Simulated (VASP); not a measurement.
Set up this calculation in VASP 6.6.1, as the native input.

* Task: relaxation of shape and atoms at fixed volume
* Functional: PBE
* Potentials or basis: VASP PAW PBE potentials, release 64 (In_d)
* Cutoff: 600 eV
* k mesh: 18 × 18 × 18
* Occupations: gaussian, width 0.1 eV
* Spin: no spin polarisation
* Dipole correction: no
* Further INCAR settings: ALGO = Fast; EDIFF = 1e-07; IBRION = 2; EDIFFG = -0.01; NSW = 50; ISIF = 4

The structure of In lies in POSCAR:

```
In
1.0
   -1.6779738611      1.6779738611      2.3680846090
    1.6779738611     -1.6779738611      2.3680846090
    1.6779738611      1.6779738611     -2.3680846090
In
1
Direct
    0.0000000000      0.0000000000      0.0000000000
```

This isn't the form of In at room conditions, which is tetragonal.

The input as run:

INCAR

```
PREC = Accurate
ENCUT = 600
EDIFF = 1E-7
ISMEAR = 0
SIGMA = 0.1
LREAL = F
LASPH = T
NELM = 80
ALGO = Fast
ISIF = 4
LWAVE = F
LCHARG = F
GGA = PE
IBRION = 2
NSW = 50
EDIFFG = -0.01
```

KPOINTS

```
Automatic mesh
0
Gamma
  18 18 18
```

Potentials or basis: VASP PAW PBE potentials, release 64 (In_d).

Run with:

```console
$ cat potpaw_PBE.64/In_d/POTCAR > POTCAR
$ mpirun -np 1 vasp_std > vasp.out
```

Results of the run:

* Pressure after relaxing: 1.1 GPa
* Band gap on the k mesh: zero (an odd number of electrons rules out a gap without spin polarisation)

Caveat: the relaxation stopped at its first step, so nothing moved; spin-orbit coupling is left out, which moves the levels of the heavy elements.

It took 4.5 min on 1 thread of Intel Xeon 8259CL, with other jobs on the host, peak memory 0.29 GiB.
